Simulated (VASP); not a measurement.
**TiCo3: single point with PBEsol**

Crystal: TiCo3.

```
Ti Co
1.0
     3.52825    0.00000    0.00000
     0.00000    3.52825    0.00000
     0.00000    0.00000    3.52825
Ti Co
1 3
Direct
  0.00000 0.00000 0.00000
  0.00000 0.50000 0.50000
  0.50000 0.00000 0.50000
  0.50000 0.50000 0.00000
```

| Item | Value |
| --- | --- |
| Program | VASP 6.6.1 |
| Task | single point |
| Functional | PBEsol |
| Potentials or basis | VASP PAW PBE potentials, release 64 (Ti_sv, Co) |
| Cutoff | 520 eV |
| k mesh | 12 × 12 × 12 |
| Occupations | gaussian, width 0.1 eV |
| Spin | collinear spin, ferrimagnetic start |
| Starting moments | [-0.33, 1.11, 1.11, 1.11] μB |
| Dipole correction | no |
| Further INCAR settings | ALGO = Normal; EDIFF = 1e-07; NBANDS = 32 |

```json
{"Pressure": "-0.7 GPa", "Net moment": "0.69 μB per cell", "Site moments": "Ti -0.08; Co +0.26 μB", "Valence electrons inside the program's atomic spheres": "Ti 10.49; Co 8.43"}
```

Levels at points of the mesh, in eV from the Fermi level:
Spin up:
```tsv
k point	band 18	band 19	band 20	band 21	band 22	band 23
(0.00, 0.00, 0.00)	0.59	0.59	0.59	2.60	2.60	3.44
(0.50, 0.00, 0.00)	-0.71	-0.68	-0.10	0.60	1.24	1.24
(0.50, 0.50, 0.00)	-1.02	-1.02	-0.50	-0.50	1.77	1.77
(0.50, 0.50, 0.50)	0.36	0.36	0.36	0.89	0.89	0.89
```
Spin down:
```tsv
k point	band 17	band 18	band 19	band 20	band 21	band 22
(0.00, 0.00, 0.00)	0.64	0.84	0.84	0.84	2.72	2.72
(0.50, 0.00, 0.00)	-0.50	-0.50	-0.37	0.28	0.84	1.25
(0.50, 0.50, 0.00)	-0.78	-0.67	-0.67	-0.30	-0.26	1.78
(0.50, 0.50, 0.50)	-0.05	0.64	0.64	0.64	0.88	0.88
```

It took 9.3 min on 1 thread of Oxide Virtual Turin-like Processor, on a shared host, peak memory 0.26 GiB.

Caveat: the PAW data sets were made with another functional, which shifts forces and pressure a little.
